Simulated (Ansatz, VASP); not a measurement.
## Two plane-wave programs on BN

```
CELL_PARAMETERS angstrom
0.00000 1.81235 1.81235
1.81235 0.00000 1.81235
1.81235 1.81235 0.00000
ATOMIC_POSITIONS crystal
B 0.00000 0.00000 0.00000
N 0.25000 0.25000 0.25000
```

Alike in both runs: functional PBE; k mesh 16 × 16 × 16; occupations fermi-dirac, width 0.03 eV; no spin polarisation.

Ansatz relaxed the structure, and its values are those at the end. VASP's run is a single point on that final structure, the one shown.

|  | VASP | Ansatz |
| --- | --- | --- |
| version | VASP 6.6.1 | Ansatz 0.2.0 |
| potentials or method | VASP PAW PBE potentials, release 64 (B, N) | PAW with Ansatz's default frozen-core files, scalar-relativistic |
| plane-wave cutoff (eV) | 600 | 420 |
| valence electrons in the cell | 8 | 8 |

```tsv
	VASP	Ansatz	Ansatz less VASP
pressure (GPa)	0.0	0.0	+0.03
```

With one functional, cell and mesh, what is left measures potentials, basis and numerics.
